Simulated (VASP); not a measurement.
Here is a VASP 6.6.1 calculation.

File INCAR:

```
SYSTEM = Mo12N
  ALGO = Normal
  DIPOL = 0.5 0.5 0.326
  EDIFF = 1E-7
  ENCUT = 520
  GGA = PE
  IDIPOL = 3
  ISIF = 2
  ISMEAR = 0
  LASPH = .True.
  LCHARG = .False.
  LDIPOL = .True.
  LREAL = .False.
  LWAVE = .False.
  NBANDS = 98
  NELM = 60
  PREC = Accurate
  SIGMA = 0.1
```

File KPOINTS:

```
k-points
0
Gamma
  5 5 1
  0 0 0
```

File POSCAR:

```
Mo12N
1.0
    5.4740406976      0.0000000000      0.0000000000
   -1.8246802325      5.1609750637      0.0000000000
    0.0000000000      0.0000000000     19.8082144129
Mo N
12 1
Direct
    0.2500000000      0.2500000000      0.2019364248
    0.2500000000      0.7500000000      0.2019364248
    0.7500000000      0.2500000000      0.2019364248
    0.7500000000      0.7500000000      0.2019364248
    0.0000000000      0.0000000000      0.3106872619
    0.0000000000      0.5000000000      0.3106872619
    0.5000000000      0.0000000000      0.3106872619
    0.5000000000      0.5000000000      0.3106872619
    0.2500000000      0.2500000000      0.4194327787
    0.2500000000      0.7500000000      0.4194327787
    0.7500000000      0.2500000000      0.4194327787
    0.7500000000      0.7500000000      0.4194327787
    0.2500000000      0.2500000000      0.5073481340
```

Potentials or basis: VASP PAW PBE potentials, release 64 (Mo_sv, N).

Run with:

```console
$ cat potpaw_PBE.64/Mo_sv/POTCAR potpaw_PBE.64/N/POTCAR > POTCAR
$ mpirun -np 1 vasp_std > vasp.out
```

Task: What does it give for the band gap on the k mesh?

Result: Zero (an odd number of electrons rules out a gap without spin polarisation).

Task: Estimate the largest force.

Result: 1.940 eV/Å.

Forces on the atoms (eV/Å):
```
Mo   0.000  0.000  0.120
Mo   0.000  0.000 -0.260
Mo   0.000  0.000 -0.260
Mo   0.000  0.000  0.528
Mo  -0.381 -0.539 -1.077
Mo  -0.014  0.010  0.138
Mo   0.014 -0.010  0.138
Mo   0.381  0.539 -1.077
Mo   0.000  0.000  1.940
Mo   0.000  0.000  0.251
Mo   0.000  0.000  0.251
Mo   0.000  0.000 -0.742
N    0.000  0.000  0.048
```
